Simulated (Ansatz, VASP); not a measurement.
**Cu: VASP beside Ansatz**

INCAR

```
  PREC = Accurate
  ENCUT = 520
  EDIFF = 1E-8
  ISMEAR = -1
  SIGMA = 0.08
  LREAL = F
  LASPH = T
  NELM = 100
  ALGO = Normal
  ISIF = 2
  LWAVE = F
  LCHARG = F
  GGA = PS
  LEFG = T
  NBANDS = 12
```

KPOINTS

```
regular mesh
0
Gamma
  19 19 19
```

File POSCAR:

```
Cu
1.0
    0.0000000000      1.8253972036      1.8253972036
    1.8253972036      0.0000000000      1.8253972036
    1.8253972036      1.8253972036      0.0000000000
Cu
1
Direct
    0.0000000000      0.0000000000      0.0000000000
```

Input for Ansatz:

```yaml
crystal:
  lattice:
    - [0.0, 1.8253972036, 1.8253972036]
    - [1.8253972036, 0.0, 1.8253972036]
    - [1.8253972036, 1.8253972036, 0.0]
  atoms:
    - { symbol: Cu, position: [0.0, 0.0, 0.0] }
kpoints:
  mp_grid: { grid: [19, 19, 19] }
scf:
  occupations: { method: fermi_dirac, width: 0.08 }
hamiltonian:
  xc: pbesol
  pseudopotentials: { kind: paw }
output:
  forces: true
  stress: true
  eigenvalues: true
  efg: { contact_densities: true }
```

Change from the starting cell: volume scaled by 1.03, PAW files.

Alike in both runs: task electric field gradients; functional PBEsol; k mesh 19 × 19 × 19; occupations fermi-dirac, width 0.08 eV; no spin polarisation.

|  | VASP | Ansatz |
| --- | --- | --- |
| version | VASP 6.6.1 | Ansatz 0.2.0 |
| potentials or method | VASP PAW PBE potentials, release 64 (Cu) | PAW with Ansatz's default frozen-core files, scalar-relativistic |
| plane-wave cutoff (eV) | 520 | 420 |
| valence electrons in the cell | 11 | 19 |

```tsv
	VASP	Ansatz	Ansatz less VASP
pressure (GPa)	-9.5	-10.2	-0.68
```

VASP's potentials were made for PBE, not for PBEsol. VASP's potentials hold 11 valence electrons a cell and Ansatz's 19, so a difference there can come from the potentials and not from the codes.
